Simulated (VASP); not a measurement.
Wanted: the native input for a VASP 6.6.1 run.

```yaml
Task: single point
Functional: PBEsol
Potentials_or_basis: VASP PAW PBE potentials, release 64 (Mg, N, Cl)
Cutoff: 520 eV
k_mesh: 9 × 9 × 9
Occupations: gaussian, width 0.05 eV
Spin: no spin polarisation
Dipole_correction: no
Further_INCAR_settings: ALGO = Normal; EDIFF = 1e-06; NBANDS = 16
```

The structure of Mg2NCl lies in POSCAR:

```
Mg2NCl
1.0
    1.7270932807      0.9971377705      6.0029770000
   -1.7270932807      0.9971377705      6.0029770000
    0.0000000000     -1.9942755411      6.0029770000
Mg N Cl
2 1 1
Direct
    0.2228150000      0.2228150000      0.2228150000
    0.7771850000      0.7771850000      0.7771850000
    0.5000000000      0.5000000000      0.5000000000
    0.0000000000      0.0000000000      0.0000000000
```

This cell differs from its parent crystal: strain +0.040 along x and y, +0.000 along z.

These files were run (other wordings do the same):

INCAR

```
  PREC = Accurate
  ENCUT = 520
  EDIFF = 1E-6
  ISMEAR = 0
  SIGMA = 0.05
  LREAL = F
  LASPH = T
  NELM = 60
  ALGO = Normal
  ISIF = 2
  LWAVE = F
  LCHARG = F
  GGA = PS
  NBANDS = 16
```

KPOINTS

```
Automatic mesh
0
Gamma
  9 9 9
```

Potentials or basis: VASP PAW PBE potentials, release 64 (Mg, N, Cl).

Command:

```bash
$ cat potpaw_PBE.64/Mg/POTCAR potpaw_PBE.64/N/POTCAR potpaw_PBE.64/Cl/POTCAR > POTCAR
$ mpirun -np 1 vasp_std > vasp.out
```

It gave:

```json
{
  "Pressure": "-8.6 GPa",
  "Largest force": "0.207 eV/Å",
  "Band gap on the k mesh": "1.82 eV"
}
```

Caveat: the cell differs from its parent crystal (strain +0.040 along x and y, +0.000 along z); the stress differs along the axes, from -11 to -4 GPa; the PAW data sets were made with another functional, which shifts forces and pressure a little.

Wall time 2.4 min on 1 thread of Intel(R) Xeon(R) Platinum 8375C CPU @ 2.90GHz (Ice Lake), on a shared host, peak memory 0.37 GiB.
